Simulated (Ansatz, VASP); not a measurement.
One calculation of Ti4C3, two programs

```xyz
7
Lattice="4.3102 0.0000 0.0000 0.0000 4.3102 0.0000 0.0000 0.0000 4.3102" Properties=species:S:1:pos:R:3 pbc="T T T"
Ti    2.1551    0.0000    0.0000
Ti    0.0000    2.1551    0.0000
Ti    0.0000    0.0000    2.1551
Ti    2.1551    2.1551    2.1551
C     0.0000    2.1551    2.1551
C     2.1551    0.0000    2.1551
C     2.1551    2.1551    0.0000
```

Change from the starting cell: relaxed end of: ordered vacancies on the anion sites of rock salt (Pm-3m, No. 221).

Alike in both runs: functional PBE; k mesh 10 × 10 × 10; occupations gaussian, width 0.1 eV; no spin polarisation.

Ansatz relaxed the structure, and its values are those at the end. VASP's run is a single point on that final structure, the one shown.

```csv
,VASP,Ansatz
version,VASP 6.6.1,Ansatz 0.2.0
potentials or method,"VASP PAW PBE potentials, release 64 (Ti_sv, C), cutoff 520 eV","scalar-relativistic, plane waves, PAW"
valence electrons in the cell,60,60
```

Ansatz gave:

```
gap on the k mesh at the Fermi level (eV) : none
pressure (GPa)                            : 0.0
```

Task: What did VASP give for the same quantities?

Result: gap on the k mesh at the Fermi level (eV): none; pressure (GPa): 0.2.

A gap of «none» marks a metal or a gap that the smearing closes.
